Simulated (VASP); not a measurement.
# AlNi (Fmm2) in VASP: single point with PBE

Aim: the single point of AlNi with PBE.

Everything below comes from runs of VASP 6.6.1. Logs are shortened: lines on timing, memory, paths and dates and some standing lists are left out, and cuts for length are marked.

## Step 1: The cell of the first run

Symmetry: Fmm2, No. 42, orthorhombic system. Conventional cell: a = 5.786 Å, b = 8.183 Å, c = 8.183 Å, α = 90.00°, β = 90.00°, γ = 90.00°. Al (site symmetry m) has 8 Ni at 2.15 to 2.88 Å and 6 Al at 2.89 Å within 2.9 Å. Al (site symmetry 2) has 8 Ni at 2.51 to 2.55 Å and 6 Al at 2.89 Å within 3.3 Å. Ni (site symmetry mm2) has 8 Al at 2.15 to 2.88 Å and 4 Ni at 2.59 to 2.93 Å within 3.0 Å. Ni (site symmetry mm2) has 8 Al at 2.51 Å and 6 Ni at 2.89 to 2.93 Å within 3.3 Å. Ni (site symmetry m) has 8 Al at 2.51 Å and 6 Ni at 2.59 to 3.23 Å within 3.3 Å.

## Step 2: Single point, PBE (atom 5 (Ni) moved +0.450 Å along Cartesian [1 1 0])

Input file INCAR:

```
SYSTEM = AlNi
PREC = Accurate ; ENCUT = 520
EDIFF = 1E-6 ; ISMEAR = 0
SIGMA = 0.15 ; LREAL = .False.
LASPH = .True. ; NELM = 60
ALGO = Fast ; ISIF = 2
LWAVE = .False. ; LCHARG = .False.
GGA = PE ; NBANDS = 36
```

Input file KPOINTS:

```
Automatic mesh
0
Gamma
  14 14 14
  0 0 0
```

Input file POSCAR:

```
AlNi
1.0
   -2.8930835326      2.8930835326      2.8930835326
    2.8930835326     -2.8930835326      2.8930835326
    2.8930835326      2.8930835326     -2.8930835326
Al Ni
4 4
Direct
    0.5000000000      0.5000000000      0.0000000000
    0.0000000000      0.0000000000      0.0000000000
    0.0000000000      0.5000000000      0.5000000000
    0.5000000000      0.0000000000      0.5000000000
    0.5549928904      0.5549928904      0.6099857809
    0.0000000000      0.0000000000      0.5000000000
    0.0000000000      0.5000000000      0.0000000000
    0.5000000000      0.0000000000      0.0000000000
```

Potentials or basis: VASP PAW PBE potentials, release 64 (Al, Ni).

Launch:

```
$ cat potpaw_PBE.64/Al/POTCAR potpaw_PBE.64/Ni/POTCAR > POTCAR
$ mpirun -np 1 vasp_std > vasp.out
```

OUTCAR:

```text
SYSTEM = AlNi
   PREC = Accurate
   ENCUT = 520
   EDIFF = 1E-6
   ISMEAR = 0
   LREAL = .False.
   LASPH = .True.
   NELM = 60
   ISIF = 2
   GGA = PE

 ion  position               nearest neighbor table
   1  0.500  0.500  0.000-   5 2.15   6 2.51   7 2.51   8 2.51   8 2.51   7 2.51   6 2.51   5 2.88
                             3 2.89   4 2.89   4 2.89   3 2.89   2 2.89   2 2.89
   2  0.000  0.000  0.000-   5 2.15   6 2.51   7 2.51   8 2.51   6 2.51   7 2.51   8 2.51   5 2.88
                             3 2.89   4 2.89   3 2.89   1 2.89   4 2.89   1 2.89
   3  0.000  0.500  0.500-   6 2.51   7 2.51   8 2.51   7 2.51   6 2.51   8 2.51   5 2.55   5 2.55
                             2 2.89   4 2.89   2 2.89   1 2.89   4 2.89   1 2.89
   4  0.500  0.000  0.500-   6 2.51   7 2.51   8 2.51   8 2.51   6 2.51   7 2.51   5 2.55   5 2.55
                             2 2.89   1 2.89   3 2.89   2 2.89   3 2.89   1 2.89
   5  0.555  0.555  0.610-   1 2.15   2 2.15   4 2.55   3 2.55   3 2.55   4 2.55   7 2.59   8 2.59
                             2 2.88   1 2.88   6 2.93   6 2.93
   6  0.000  0.000  0.500-   1 2.51   2 2.51   3 2.51   4 2.51   2 2.51   3 2.51   4 2.51   1 2.51
                             7 2.89   7 2.89   8 2.89   8 2.89   5 2.93   5 2.93
   7  0.000  0.500  0.000-   1 2.51   2 2.51   3 2.51   4 2.51   3 2.51   2 2.51   1 2.51   4 2.51
                             5 2.59   6 2.89   6 2.89   8 2.89   8 2.89
   8  0.500  0.000  0.000-   1 2.51   2 2.51   3 2.51   4 2.51   4 2.51   1 2.51   2 2.51   3 2.51
                             5 2.59   6 2.89   6 2.89   7 2.89   7 2.89

  LATTYP: Found a body centered cubic cell.
 ALAT       =     5.7861670652

  Lattice vectors:

 A1 = (  -2.8930835326,   2.8930835326,   2.8930835326)
 A2 = (   2.8930835326,  -2.8930835326,   2.8930835326)
 A3 = (   2.8930835326,   2.8930835326,  -2.8930835326)

Analysis of symmetry for initial positions (statically):
=====================================================================
 Subroutine PRICEL returns:
 Original cell was already a primitive cell.

 Routine SETGRP: Setting up the symmetry group for a
 body centered cubic supercell.

 Subroutine GETGRP returns: Found  4 space group operations
 (whereof  2 operations were pure point group operations)
 out of a pool of 48 trial point group operations.

The static configuration has the point symmetry C_1h.
 The point group associated with its full space group is C_2v.

Analysis of symmetry for dynamics (positions and initial velocities):
=====================================================================
 Subroutine PRICEL returns:
 Original cell was already a primitive cell.

 Routine SETGRP: Setting up the symmetry group for a
 body centered cubic supercell.

 Subroutine GETGRP returns: Found  4 space group operations
 (whereof  2 operations were pure point group operations)
 out of a pool of 48 trial point group operations.

The dynamic configuration has the point symmetry C_1h.
 The point group associated with its full space group is C_2v.

 Subroutine INISYM returns: Found  4 space group operations
 (whereof  2 operations are pure point group operations),
 and found     1 'primitive' translations

----------------------------------------------------------------------------------------

                                     Primitive cell

  volume of cell :      96.8597

  direct lattice vectors                    reciprocal lattice vectors
    -2.893083533  2.893083533  2.893083533     0.000000000  0.172825981  0.172825981
     2.893083533 -2.893083533  2.893083533     0.172825981  0.000000000  0.172825981
     2.893083533  2.893083533 -2.893083533     0.172825981  0.172825981  0.000000000

  length of vectors
     5.010967669  5.010967669  5.010967669     0.244412846  0.244412846  0.244412846

  position of ions in fractional coordinates (direct lattice)
     0.500000000  0.500000000  0.000000000
     0.000000000  0.000000000  0.000000000
     0.000000000  0.500000000  0.500000000
     0.500000000  0.000000000  0.500000000
     0.554992890  0.554992890  0.609985781
     0.000000000  0.000000000  0.500000000
     0.000000000  0.500000000  0.000000000
     0.500000000  0.000000000  0.000000000

  ion indices of the primitive-cell ions
   primitive index   ion index
                 1           1
                 2           2
                 3           3
                 4           4
                 5           5
                 6           6
                 7           7
                 8           8

----------------------------------------------------------------------------------------

 KPOINTS: Automatic mesh

Automatic generation of k-mesh.
 Grid dimensions read from file:
 generate k-points for:   14   14   14

 Generating k-lattice:

  Cartesian coordinates                     Fractional coordinates (reciprocal lattice)
     0.000000000  0.012344713  0.012344713     0.071428571  0.000000000  0.000000000
     0.012344713  0.000000000  0.012344713     0.000000000  0.071428571  0.000000000
     0.012344713  0.012344713  0.000000000     0.000000000  0.000000000  0.071428571

  Length of vectors
     0.017458060  0.017458060  0.017458060

  Shift w.r.t. Gamma in fractional coordinates (k-lattice)
     0.000000000  0.000000000  0.000000000

 Subroutine IBZKPT returns following result:
 ===========================================

 Found    428 irreducible k-points:

 Following reciprocal coordinates:
            Coordinates               Weight
  0.000000  0.000000  0.000000      1.000000
  0.071429  0.000000  0.000000      8.000000
  0.000000  0.000000  0.071429      2.000000
  0.071429 -0.071429  0.000000      2.000000
  0.142857  0.000000  0.000000      8.000000
  0.000000  0.000000  0.142857      2.000000
[... 16 lines left out ...]
  0.071429  0.071429  0.000000      4.000000
  0.000000  0.071429  0.071429      8.000000
 [... further k-points ...]
   k-points           NKPTS =    428   k-points in BZ     NKDIM =    428   number of bands    NBANDS=     36
   number of dos      NEDOS =    301   number of ions     NIONS =      8
   total plane-waves  NPLWV =  64000
   dimension x,y,z NGX =    40 NGY =   40 NGZ =   40
   dimension x,y,z NGXF=    80 NGYF=   80 NGZF=   80
   ions per type =               4   4
   NGX,Y,Z   is equivalent  to a cutoff of  13.27, 13.27, 13.27 a.u.
   NGXF,Y,Z  is equivalent  to a cutoff of  26.54, 26.54, 26.54 a.u.
 SYSTEM =  AlNi
   PREC   = accura    normal or accurate (medium, high low for compatibility)
   ISTART =      0    job   : 0-new  1-cont  2-samecut
   ICHARG =      2    charge: 1-file 2-atom 10-const
   ISPIN  =      1    spin polarized calculation?
   LNONCOLLINEAR =      F non collinear calculations
   LSORBIT =      F    spin-orbit coupling
   LASPH  =      T    aspherical Exc in radial PAW
   ENCUT  =  520.0 eV  38.22 Ry    6.18 a.u.   9.32  9.32  9.32*2*pi/ulx,y,z
   NELM   =     60;   NELMIN=  2; NELMDL= -5     # of ELM steps
   EDIFF  = 0.1E-05   stopping-criterion for ELM
   LREAL  =      F    real-space projection
   EDIFFG = 0.1E-04   stopping-criterion for IOM
   NSW    =      0    number of steps for IOM
   IBRION =     -1    ionic relax: 0-MD 1-quasi-New 2-CG
   NFREE  =      0    steps in history (QN), initial steepest desc. (CG)
   ISIF   =      2    stress and relaxation
   ISYM   =      2    0-nonsym 1-usesym 2-fastsym
   POTIM  = 0.5000    time-step for ionic-motion
   TEBEG  =    0.0;   TEEND  =   0.0 temperature during run
   PSTRESS=    0.0 pullay stress
   NELECT =      52.0000    total number of electrons
   NUPDOWN=      -1.0000    fix difference up-down
   EMIN   =  10.00;   EMAX   =-10.00  energy-range for DOS
   EFERMI =   0.00;   METHOD = LEGACY
   ISMEAR =     0;   SIGMA  =   0.15  broadening in eV -4-tet -1-fermi 0-gaus
   EFERMI_NEDOS =   21; number of points for ismear=-14 and -15
   IALGO  =     68    algorithm
   IMIX   =      4    mixing-type and parameters
     AMIX     =   0.40;   BMIX     =  1.00
     AMIX_MAG =   1.60;   BMIX_MAG =  1.00
  volume/ion in A,a.u.               =      12.11        81.71
  Fermi-wavevector in a.u.,A,eV,Ry     =   1.330541  2.514358 24.086934  1.770340
  Thomas-Fermi vector in A             =   2.459620
   LORBIT       =      0    0 simple, 1 ext, 2 COOP (PROOUT), +10 PAW based schemes
   GGA     = PE    functional components
   LHFCALC =     F    Hartree Fock is set to
   AEXX    =    0.0000 exact exchange contribution
   IVDW    =     0    specifies the selected vdW correction
   LEPSILON=     F    determine dielectric tensor
   LRPA    =     F    only Hartree local field effects (RPA)
 non-spin polarized calculation
 RMM-DIIS sequential band-by-band and
 Gauss-broadening in eV      SIGMA  =   0.15
  energy-cutoff  :      520.00
  volume of cell :       96.86
 maximum number of plane-waves:      2625
 NGX is ok and might be reduce to    40
   NGX = 19   NGY = 19   NGZ = 19

 number of electron      52.0000030 magnetization

 Free energy of the ion-electron system (eV)
  ---------------------------------------------------
  ext. energy  EPLUGINS =         0.00000000
  ---------------------------------------------------
  free energy    TOTEN  =       -41.37078528 eV

  energy without entropy =      -41.33524121  energy(sigma->0) =      -41.35301325

 E-fermi :   9.8253     XC(G=0): -11.9700

 val. band max:        9.8226973599   @ k =   0.2857   0.3571  -0.4286
 cond. band min:       9.8264829372   @ k =  -0.3571   0.3571   0.2857
 fundamental gap:      0.0037855773
 Fermi energy:         9.8253103839

 k-point     1 :       0.0000    0.0000    0.0000
  band No.  band energies     occupation
      1      -1.1852      2.00000
      2       4.5543      2.00000
      3       4.5805      2.00000
      4       4.5962      2.00000
      5       6.3175      2.00000
      6       6.4097      2.00000
[... 28 lines left out ...]
     35      15.5573      0.00000
     36      15.6301      0.00000

 k-point     2 :       0.0714    0.0000    0.0000
  band No.  band energies     occupation
      1      -1.1388      2.00000
      2       4.4895      2.00000
      3       4.5590      2.00000
      4       4.5770      2.00000
      5       6.1698      2.00000
      6       6.2556      2.00000
[... 28 lines left out ...]
     35      15.3054      0.00000
     36      15.6642      0.00000

 k-point     3 :       0.0000    0.0000    0.0714
  band No.  band energies     occupation
      1      -1.1389      2.00000
      2       4.5110      2.00000
      3       4.5370      2.00000
      4       4.5766      2.00000
      5       6.1215      2.00000
      6       6.3115      2.00000
[... 28 lines left out ...]
     35      15.3346      0.00000
     36      15.3868      0.00000

 k-point     4 :       0.0714   -0.0714    0.0000
  band No.  band energies     occupation
      1      -1.1387      2.00000
      2       4.5098      2.00000
      3       4.5240      2.00000
      4       4.5935      2.00000
      5       6.1620      2.00000
      6       6.2331      2.00000
[... 28 lines left out ...]
     35      15.3877      0.00000
     36      15.4336      0.00000

 k-point     5 :       0.1429    0.0000    0.0000
  band No.  band energies     occupation
      1      -0.9995      2.00000
      2       4.2257      2.00000
      3       4.4914      2.00000
      4       4.5395      2.00000
      5       5.8720      2.00000
      6       5.9963      2.00000
[... 655 lines left out ...]
 k-point    22 :       0.5000    0.5000    0.0000
  band No.  band energies     occupation
      1       1.0143      2.00000
      2       1.0153      2.00000
      3       4.1844      2.00000
      4       4.3433      2.00000
      5       4.9835      2.00000
      6       5.2744      2.00000
[... 28 lines left out ...]
     35      15.7226      0.00000
     36      15.9306      0.00000

 k-point    23 :       0.0714    0.0714    0.0000
  band No.  band energies     occupation
      1      -1.0459      2.00000
      2       4.3789      2.00000
      3       4.4298      2.00000
      4       4.5723      2.00000
      5       5.9471      2.00000
      6       6.0323      2.00000
[... 28 lines left out ...]
     35      15.3372      0.00000
     36      15.4996      0.00000

 k-point    24 :       0.0000    0.0714    0.0714
  band No.  band energies     occupation
      1      -1.0461      2.00000
      2       4.3872      2.00000
      3       4.4338      2.00000
      4       4.5603      2.00000
      5       5.9052      2.00000
      6       6.0450      2.00000
[... 28 lines left out ...]
     35      15.1534      0.00000
     36      15.4609      0.00000

 [... further k-points ...]

------------------------ aborting loop because EDIFF is reached ----------------------------------------

  FORCE on cell =-STRESS in cart. coord.  units (eV):
  Direction    XX          YY          ZZ          XY          YZ          ZX
  --------------------------------------------------------------------------------------
  -------------------------------------------------------------------------------------
  Total        2.5261668      2.5261668      2.8521444      1.9108047     -0.0000000      0.0000000
  in kB       41.7858932     41.7858932     47.1779633     31.6070498     -0.0000000      0.0000000
  external PRESSURE =      43.5832499 kB  Pullay stress =       0.0000000 kB

 VOLUME and BASIS-vectors are now :
 -----------------------------------------------------------------------------
  energy-cutoff  :      520.00
  volume of cell :       96.86
      direct lattice vectors                 reciprocal lattice vectors
    -2.893083533  2.893083533  2.893083533     0.000000000  0.172825981  0.172825981
     2.893083533 -2.893083533  2.893083533     0.172825981  0.000000000  0.172825981
     2.893083533  2.893083533 -2.893083533     0.172825981  0.172825981  0.000000000

 POSITION                                       TOTAL-FORCE (eV/Angst)
 -----------------------------------------------------------------------------------
      0.00000      0.00000      2.89308         1.187016      1.187016     -1.434821
      0.00000      0.00000      0.00000         1.187016      1.187016      1.434821
      2.89308      0.00000      0.00000         0.023746      0.023746     -0.000000
      0.00000      2.89308      0.00000         0.023746      0.023746     -0.000000
      1.76474      1.76474      1.44654        -2.872140     -2.872140     -0.000000
      1.44654      1.44654     -1.44654         0.149081      0.149081      0.000000
      1.44654     -1.44654      1.44654         0.115719      0.185816      0.000000
     -1.44654      1.44654      1.44654         0.185816      0.115719     -0.000000
 -----------------------------------------------------------------------------------
    total drift:                                0.000196      0.000196      0.000004

  FREE ENERGIE OF THE ION-ELECTRON SYSTEM (eV)
  ---------------------------------------------------
  free  energy   TOTEN  =       -41.3707852782 eV

  energy  without entropy=      -41.3352412123  energy(sigma->0) =      -41.35301325
```

Run time: 42 min. Hardware: 1 thread of Oxide Virtual Turin-like, shared host; peak memory 1.1 GiB.

What came out:

```yaml
Free_energy: -41.3708 eV
Pressure: 4.4 GPa
Largest_force: 4.062 eV/Å
Band_gap_on_the_k_mesh: zero (bands 26 and 27 overlap by 2.66 eV)
```

Forces on the atoms (eV/Å):
```
Al   1.187  1.187 -1.435
Al   1.187  1.187  1.435
Al   0.024  0.024  0.000
Al   0.024  0.024  0.000
Ni  -2.872 -2.872  0.000
Ni   0.149  0.149  0.000
Ni   0.116  0.186  0.000
Ni   0.186  0.116  0.000
```

Levels at points of the mesh, in eV from the Fermi level:
```tsv
k point	band 23	band 24	band 25	band 26	band 27	band 28	band 29	band 30
(0.00, 0.00, 0.00)	-1.38	-1.35	-1.01	-1.01	-0.98	1.36	1.38	1.51
(0.50, 0.00, 0.00)	-1.33	-1.09	-0.61	-0.53	0.83	1.24	2.48	2.77
(0.00, 0.00, 0.50)	-1.14	-1.08	-0.75	-0.54	0.68	1.44	2.40	2.92
(0.50, 0.50, 0.00)	-1.33	-1.03	-0.78	-0.53	0.68	1.25	2.45	2.88
(0.50, 0.50, 0.50)	-1.00	-0.71	-0.68	-0.59	2.06	2.14	2.25	3.68
```

Caveat: the cell differs from its parent crystal (atom 5 (Ni) moved +0.450 Å along Cartesian [1 1 0]); the cell stands under pressure; forces of over 1 eV/Å act on the atoms, so gaps and moduli don't describe the material at rest.
